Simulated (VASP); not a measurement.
Wanted: the native input for a VASP 6.6.1 run.

* Task: single point
* Functional: PBE
* Potentials or basis: VASP PAW PBE potentials, release 64 (B, As_d, Ga_d)
* Cutoff: 560 eV
* k mesh: 8 × 4 × 6
* Occupations: fermi-dirac, width 0.02 eV
* Spin: no spin polarisation
* Dipole correction: no
* Further INCAR settings: ALGO = Normal; EDIFF = 1e-06; NBANDS = 51

The structure of GaB3As4 lies in POSCAR:

```
GaB3As4
1.0
    3.5162466245      0.0000000000      0.0000000000
    0.0000000000      7.1004010745      0.0000000000
    0.0000000000      0.0000000000      5.0310342017
B As Ga
3 4 1
Direct
    0.0000000000      0.7656178858     -0.0001867427
    0.5000000000      0.0000000000      0.4939477021
    0.0000000000      0.2343821142     -0.0001867427
    0.5000000000      0.7754045651      0.2334150090
    0.0000000000      0.0000000000      0.7333964001
    0.5000000000      0.2245954349      0.2334150090
    0.0000000000      0.5000000000      0.8063497982
    0.5000000000      0.5000000000      0.4998495669
```

The input as run:

INCAR

```
PREC     = Accurate       # precision mode
ENCUT    = 560            # plane-wave cutoff, eV
EDIFF    = 1E-6           # SCF threshold, eV
ISMEAR   = -1             # smearing method
SIGMA    = 0.02           # smearing width, eV
LREAL    = F              # projectors in reciprocal space
LASPH    = T              # aspherical terms in the spheres
NELM     = 120            # most SCF steps
ALGO     = Normal         # electronic algorithm
ISIF     = 2              # what is computed and relaxed
LWAVE    = F              # write WAVECAR
LCHARG   = F              # write CHGCAR
GGA      = PE             # functional
NBANDS   = 51             # bands
GGA_COMPAT= F
```

KPOINTS

```
Automatic mesh
0
Gamma
  8 4 6
```

Potentials or basis: VASP PAW PBE potentials, release 64 (B, As_d, Ga_d).

Run with:

```console
$ cat potpaw_PBE.64/B/POTCAR potpaw_PBE.64/As_d/POTCAR potpaw_PBE.64/Ga_d/POTCAR > POTCAR
$ mpirun -np 1 vasp_std > vasp.out
```

It gave:

```json
{
  "Pressure": "2.3 GPa",
  "Largest force": "0.276 eV/Å",
  "Band gap on the k mesh": "0.46 eV (least direct gap 0.53 eV)"
}
```

Caveat: semilocal functionals underestimate gaps, and a narrow one can read as zero.

Wall time 6 min on 1 thread of AMD EPYC 7R43 64-Core Processor (Zen 3), with other jobs on the host, peak memory 0.43 GiB.
